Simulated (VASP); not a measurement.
# Sn (I4_1/amd) in VASP: further runs, part 2 of 2

VASP 6.6.1. The steps go on from the part before.

## Step 4: Single point, PBE

This run uses another cell than the first one, of 26.45 Å³/atom.

Contents of INCAR:

```
SYSTEM = Sn
  ALGO = Normal
  EDIFF = 1E-6
  ENCUT = 520
  GGA = PE
  ISIF = 2
  ISMEAR = 1
  LASPH = .TRUE.
  LCHARG = .FALSE.
  LREAL = .FALSE.
  LWAVE = .FALSE.
  NBANDS = 21
  NELM = 60
  PREC = Accurate
  SIGMA = 0.1
```

Contents of KPOINTS:

```
k-points
0
G
  10 10 10
  0 0 0
```

Contents of POSCAR:

```
Sn
1.0
   -2.8934534773      2.8934534773      1.5795050596
    2.8934534773     -2.8934534773      1.5795050596
    2.8934534773      2.8934534773     -1.5795050596
Sn
2
Direct
    0.0000000000      0.0000000000      0.0000000000
    0.7500000000      0.2500000000      0.5000000000
```

Potentials or basis: VASP PAW PBE potentials, release 64 (Sn_d).

On the command line:

```bash
$ cat potpaw_PBE.64/Sn_d/POTCAR > POTCAR
$ mpirun -np 1 vasp_std > vasp.out
```

OUTCAR:

```text
SYSTEM = Sn
   EDIFF = 1E-6
   ENCUT = 520
   GGA = PE
   ISIF = 2
   ISMEAR = 1
   LASPH = .TRUE.
   LREAL = .FALSE.
   NELM = 60
   PREC = Accurate

 ion  position               nearest neighbor table
   1  0.000  0.000  0.000-   2 3.00   2 3.00   2 3.00   2 3.00   2 3.74   2 3.74   2 3.74   2 3.74

   2  0.750  0.250  0.500-   1 3.00   1 3.00   1 3.00   1 3.00   1 3.74   1 3.74   1 3.74   1 3.74

  LATTYP: Found a body centered tetragonal cell.
 ALAT       =     5.7869069546
 C/A-ratio  =     0.5458892192

  Lattice vectors:

 A1 = (  -2.8934534773,   2.8934534773,   1.5795050596)
 A2 = (   2.8934534773,  -2.8934534773,   1.5795050596)
 A3 = (   2.8934534773,   2.8934534773,  -1.5795050596)

Analysis of symmetry for initial positions (statically):
=====================================================================
 Subroutine PRICEL returns:
 Original cell was already a primitive cell.

 Routine SETGRP: Setting up the symmetry group for a
 body centered tetragonal supercell.

 Subroutine GETGRP returns: Found 16 space group operations
 (whereof  8 operations were pure point group operations)
 out of a pool of 16 trial point group operations.

The static configuration has the point symmetry D_2d.
 The point group associated with its full space group is D_4h.

Analysis of symmetry for dynamics (positions and initial velocities):
=====================================================================
 Subroutine PRICEL returns:
 Original cell was already a primitive cell.

 Routine SETGRP: Setting up the symmetry group for a
 body centered tetragonal supercell.

 Subroutine GETGRP returns: Found 16 space group operations
 (whereof  8 operations were pure point group operations)
 out of a pool of 16 trial point group operations.

The dynamic configuration has the point symmetry D_2d.
 The point group associated with its full space group is D_4h.

 Subroutine INISYM returns: Found 16 space group operations
 (whereof  8 operations are pure point group operations),
 and found     1 'primitive' translations

----------------------------------------------------------------------------------------

                                     Primitive cell

  volume of cell :      52.8949

  direct lattice vectors                    reciprocal lattice vectors
    -2.893453477  2.893453477  1.579505060     0.000000000  0.172803884  0.316554858
     2.893453477 -2.893453477  1.579505060     0.172803884  0.000000000  0.316554858
     2.893453477  2.893453477 -1.579505060     0.172803884  0.172803884  0.000000000

  length of vectors
     4.386226429  4.386226429  4.386226429     0.360649637  0.360649637  0.244381597

  position of ions in fractional coordinates (direct lattice)
     0.000000000  0.000000000  0.000000000
     0.750000000  0.250000000  0.500000000

  ion indices of the primitive-cell ions
   primitive index   ion index
                 1           1
                 2           2

----------------------------------------------------------------------------------------

 KPOINTS: k-points

Automatic generation of k-mesh.
 Grid dimensions read from file:
 generate k-points for:   10   10   10

 Generating k-lattice:

  Cartesian coordinates                     Fractional coordinates (reciprocal lattice)
     0.000000000  0.017280388  0.031655486     0.100000000  0.000000000 -0.000000000
     0.017280388  0.000000000  0.031655486     0.000000000  0.100000000 -0.000000000
     0.017280388  0.017280388  0.000000000     0.000000000  0.000000000  0.100000000

  Length of vectors
     0.036064964  0.036064964  0.024438160

  Shift w.r.t. Gamma in fractional coordinates (k-lattice)
     0.000000000  0.000000000  0.000000000

 Subroutine IBZKPT returns following result:
 ===========================================

 Found    102 irreducible k-points:

 Following reciprocal coordinates:
            Coordinates               Weight
  0.000000  0.000000  0.000000      1.000000
  0.100000 -0.000000  0.000000      8.000000
  0.200000 -0.000000  0.000000      8.000000
  0.300000  0.000000  0.000000      8.000000
  0.400000 -0.000000  0.000000      8.000000
  0.500000 -0.000000  0.000000      4.000000
[... 16 lines left out ...]
  0.300000  0.300000  0.000000      8.000000
  0.400000  0.300000  0.000000     16.000000
 [... further k-points ...]
   k-points           NKPTS =    102   k-points in BZ     NKDIM =    102   number of bands    NBANDS=     21
   number of dos      NEDOS =    301   number of ions     NIONS =      2
   total plane-waves  NPLWV =  46656
   dimension x,y,z NGX =    36 NGY =   36 NGZ =   36
   dimension x,y,z NGXF=    72 NGYF=   72 NGZF=   72
   ions per type =               2
   NGX,Y,Z   is equivalent  to a cutoff of  13.64, 13.64, 13.64 a.u.
   NGXF,Y,Z  is equivalent  to a cutoff of  27.29, 27.29, 27.29 a.u.
 SYSTEM =  Sn
   PREC   = accura    normal or accurate (medium, high low for compatibility)
   ISTART =      0    job   : 0-new  1-cont  2-samecut
   ICHARG =      2    charge: 1-file 2-atom 10-const
   ISPIN  =      1    spin polarized calculation?
   LNONCOLLINEAR =      F non collinear calculations
   LSORBIT =      F    spin-orbit coupling
   LASPH  =      T    aspherical Exc in radial PAW
   ENCUT  =  520.0 eV  38.22 Ry    6.18 a.u.   8.16  8.16  8.16*2*pi/ulx,y,z
   NELM   =     60;   NELMIN=  2; NELMDL= -5     # of ELM steps
   EDIFF  = 0.1E-05   stopping-criterion for ELM
   LREAL  =      F    real-space projection
   EDIFFG = 0.1E-04   stopping-criterion for IOM
   NSW    =      0    number of steps for IOM
   IBRION =     -1    ionic relax: 0-MD 1-quasi-New 2-CG
   NFREE  =      0    steps in history (QN), initial steepest desc. (CG)
   ISIF   =      2    stress and relaxation
   ISYM   =      2    0-nonsym 1-usesym 2-fastsym
   POTIM  = 0.5000    time-step for ionic-motion
   TEBEG  =    0.0;   TEEND  =   0.0 temperature during run
   PSTRESS=    0.0 pullay stress
   NELECT =      28.0000    total number of electrons
   NUPDOWN=      -1.0000    fix difference up-down
   EMIN   =  10.00;   EMAX   =-10.00  energy-range for DOS
   EFERMI =   0.00;   METHOD = LEGACY
   ISMEAR =     1;   SIGMA  =   0.10  broadening in eV -4-tet -1-fermi 0-gaus
   EFERMI_NEDOS =   21; number of points for ismear=-14 and -15
   IALGO  =     38    algorithm
   IMIX   =      4    mixing-type and parameters
     AMIX     =   0.40;   BMIX     =  1.00
     AMIX_MAG =   1.60;   BMIX_MAG =  1.00
  volume/ion in A,a.u.               =      26.45       178.48
  Fermi-wavevector in a.u.,A,eV,Ry     =   1.324310  2.502582 23.861839  1.753796
  Thomas-Fermi vector in A             =   2.453854
   LORBIT       =      0    0 simple, 1 ext, 2 COOP (PROOUT), +10 PAW based schemes
   GGA     = PE    functional components
   LHFCALC =     F    Hartree Fock is set to
   AEXX    =    0.0000 exact exchange contribution
   IVDW    =     0    specifies the selected vdW correction
   LEPSILON=     F    determine dielectric tensor
   LRPA    =     F    only Hartree local field effects (RPA)
 non-spin polarized calculation
 Methfessel and Paxton  Order N= 1 SIGMA  =   0.10
  energy-cutoff  :      520.00
  volume of cell :       52.89
 maximum number of plane-waves:      1440
 NGX is ok and might be reduce to    36
   NGX = 17   NGY = 17   NGZ = 17

 number of electron      28.0000013 magnetization

 Free energy of the ion-electron system (eV)
  ---------------------------------------------------
  ext. energy  EPLUGINS =         0.00000000
  ---------------------------------------------------
  free energy    TOTEN  =        -7.56305568 eV

  energy without entropy =       -7.56256308  energy(sigma->0) =       -7.56289148

 E-fermi :   8.3300     XC(G=0): -10.4263

 val. band max:        8.3227414575   @ k =   0.2000  -0.0000   0.0000
 cond. band min:       8.3322102228   @ k =   0.2000   0.1000   0.0000
 fundamental gap:      0.0094687654
 Fermi energy:         8.3300413629

 k-point     1 :       0.0000    0.0000    0.0000
  band No.  band energies     occupation
      1     -13.3994      2.00000
      2     -13.3032      2.00000
      3     -13.2651      2.00000
      4     -13.2455      2.00000
      5     -13.0866      2.00000
      6     -13.0866      2.00000
[... 550 lines left out ...]
      5     -13.1399      2.00000
      6     -13.0774      2.00000
[... 13 lines left out ...]
     20      17.5887      0.00000
     21      18.3572      0.00000

 [... further k-points ...]

------------------------ aborting loop because EDIFF is reached ----------------------------------------

  FORCE on cell =-STRESS in cart. coord.  units (eV):
  Direction    XX          YY          ZZ          XY          YZ          ZX
  --------------------------------------------------------------------------------------
  -------------------------------------------------------------------------------------
  Total        1.4128177      1.4128177      1.1065964      0.0000000      0.0000000      0.0000000
  in kB       42.7939804     42.7939804     33.5185953      0.0000000      0.0000000      0.0000000
  external PRESSURE =      39.7021854 kB  Pullay stress =       0.0000000 kB

 VOLUME and BASIS-vectors are now :
 -----------------------------------------------------------------------------
  energy-cutoff  :      520.00
  volume of cell :       52.89
      direct lattice vectors                 reciprocal lattice vectors
    -2.893453477  2.893453477  1.579505060     0.000000000  0.172803884  0.316554858
     2.893453477 -2.893453477  1.579505060     0.172803884  0.000000000  0.316554858
     2.893453477  2.893453477 -1.579505060     0.172803884  0.172803884  0.000000000

 POSITION                                       TOTAL-FORCE (eV/Angst)
 -----------------------------------------------------------------------------------
      0.00000      0.00000      0.00000        -0.000000     -0.000000      0.000000
     -0.00000      2.89345      0.78975         0.000000      0.000000     -0.000000
 -----------------------------------------------------------------------------------
    total drift:                               -0.000000      0.000000     -0.000000

  FREE ENERGIE OF THE ION-ELECTRON SYSTEM (eV)
  ---------------------------------------------------
  free  energy   TOTEN  =        -7.5630556822 eV

  energy  without entropy=       -7.5625630795  energy(sigma->0) =       -7.56289148
```

stdout:

```text
POSCAR found type information on POSCAR Sn
 POSCAR found :  1 types and       2 ions
 scaLAPACK will be used
 LDA part: xc-table for (Slater+PW92), standard interpolation
 POSCAR, INCAR and KPOINTS ok, starting setup
 FFT: planning ... GRIDC
 FFT: planning ... GRID_SOFT
 FFT: planning ... GRID
 WAVECAR not read
 entering main loop
```

It took 2.5 min on 1 thread of AMD EPYC 7R13, shared host; peak memory 0.25 GiB.

What came out:

* Free energy: -7.5631 eV
* Pressure: 4.0 GPa
* Band gap on the k mesh: zero (bands 14 and 15 overlap by 4.01 eV)

Caveat: the cell stands under pressure; spin-orbit coupling is left out, which moves the levels of the heavy elements.

## Step 5: Single point, PBE

This run uses another cell than the first one, of 27.17 Å³/atom.

Contents of INCAR:

```
SYSTEM = Sn
PREC = Accurate
ENCUT = 520
EDIFF = 1E-6
ISMEAR = 1
SIGMA = 0.1
LREAL = .FALSE.
LASPH = .TRUE.
NELM = 80
ALGO = Normal
ISIF = 2
LWAVE = .FALSE.
LCHARG = .FALSE.
GGA = PE
NBANDS = 21
```

Contents of KPOINTS:

```
Automatic mesh
0
G
  10 10 10
  0 0 0
```

Contents of POSCAR:

```
Sn
1.0
   -2.9196400000      2.9196400000      1.5938000000
    2.9196400000     -2.9196400000      1.5938000000
    2.9196400000      2.9196400000     -1.5938000000
Sn
2
Direct
    0.0000000000      0.0000000000      0.0000000000
    0.7500000000      0.2500000000      0.5000000000
```

On the command line:

```bash
$ cat potpaw_PBE.64/Sn_d/POTCAR > POTCAR
$ mpirun -np 1 vasp_std > vasp.out
```

Wall time 2.6 min (1 thread of AMD EPYC 7R13, shared host); peak memory 0.26 GiB.

It converged, with:

| Item | Value |
| --- | --- |
| Free energy | -7.5920 eV |
| Pressure | 2.3 GPa |
| Band gap on the k mesh | zero (bands 14 and 15 overlap by 3.88 eV) |

Stress tensor (GPa, compression positive):
```
2.62 0.00 0.00
0.00 2.62 0.00
0.00 0.00 1.72
```

Levels at points of the mesh, in eV from the Fermi level:
```
           k point  band 12  band 13  band 14  band 15  band 16  band 17
(0.00, 0.00, 0.00)    -3.64    -1.99    -1.99     2.96     6.21     6.21
(0.50, 0.00, 0.00)    -5.42    -2.33    -1.71    -1.17     2.22     2.83
(0.50, 0.50, 0.00)    -8.90     0.58     0.58     1.57     1.57     5.96
(0.50, 0.50, 0.50)    -7.56    -4.82    -4.82     4.98     4.98     9.39
```

Caveat: spin-orbit coupling is left out, which moves the levels of the heavy elements.

## Step 6: Single point, PBE

This run uses another cell than the first one, of 27.90 Å³/atom.

Contents of INCAR:

```
SYSTEM = Sn
ALGO = Normal
EDIFF = 1E-6
ENCUT = 520
GGA = PE
ISIF = 2
ISMEAR = 1
LASPH = .TRUE.
LCHARG = .FALSE.
LREAL = .FALSE.
LWAVE = .FALSE.
NBANDS = 21
NELM = 80
PREC = Accurate
SIGMA = 0.1
```

Contents of KPOINTS:

```
k-points
0
G
  10 10 10
  0 0 0
```

Contents of POSCAR:

```
Sn
1.0
   -2.9453650260      2.9453650260      1.6078430143
    2.9453650260     -2.9453650260      1.6078430143
    2.9453650260      2.9453650260     -1.6078430143
Sn
2
Direct
    0.0000000000      0.0000000000      0.0000000000
    0.7500000000      0.2500000000      0.5000000000
```

Potentials or basis: VASP PAW PBE potentials, release 64 (Sn_d).

On the command line:

```bash
$ cat potpaw_PBE.64/Sn_d/POTCAR > POTCAR
$ mpirun -np 1 vasp_std > vasp.out
```

Wall time 2.6 min (1 thread of AMD EPYC 7R13, shared host); peak memory 0.26 GiB.

Results (log left out):

| Quantity | Value |
| --- | --- |
| Free energy | -7.6069 eV |
| Pressure | 0.9 GPa |
| Band gap on the k mesh | zero (bands 14 and 15 overlap by 3.77 eV) |

Stress tensor (GPa, compression positive):
```
1.17 0.00 0.00
0.00 1.17 0.00
0.00 0.00 0.28
```

Levels at points of the mesh, in eV from the Fermi level:
```
           k point  band 11  band 12  band 13  band 14  band 15  band 16  band 17  band 18
(0.00, 0.00, 0.00)   -10.95    -3.71    -1.92    -1.92     3.00     6.09     6.09     6.61
(0.50, 0.00, 0.00)    -6.90    -5.34    -2.34    -1.65    -1.12     2.25     2.77     4.54
(0.50, 0.50, 0.00)    -8.76    -8.76     0.59     0.59     1.53     1.53     5.85     5.85
(0.50, 0.50, 0.50)    -7.49    -7.49    -4.67    -4.67     4.89     4.89     9.13     9.13
```

Caveat: spin-orbit coupling is left out, which moves the levels of the heavy elements.

## Step 7: Overview

| cell | gap on the mesh (eV) | pressure (GPa) |
| --- | --- | --- |
| a = 4.305 Å, angles 97.5, 97.5, 137.8°, 2 atoms | none | 8.2 |
| a = 4.346 Å, angles 97.5, 97.5, 137.8°, 2 atoms | none | 5.9 |
| a = 4.386 Å, angles 97.5, 97.5, 137.8°, 2 atoms | none | 4.0 |
| a = 4.426 Å, angles 97.5, 97.5, 137.8°, 2 atoms | none | 2.3 |
| a = 4.465 Å, angles 97.5, 97.5, 137.8°, 2 atoms | none | 0.9 |

Alike in all rows: task single point; level PBE; potentials or basis VASP PAW PBE potentials, release 64 (Sn_d); no spin polarisation; k mesh 10 × 10 × 10; cutoff (eV) 520; smearing methfessel-paxton 0.1 eV.

Caveats: spin-orbit coupling is left out, which moves the levels of the heavy elements; the cell stands under pressure (at least some runs).

Absolute energies hang on the potentials; compare differences alone.

The gap in the log of VASP goes by the Fermi energy; the results here count the filled bands.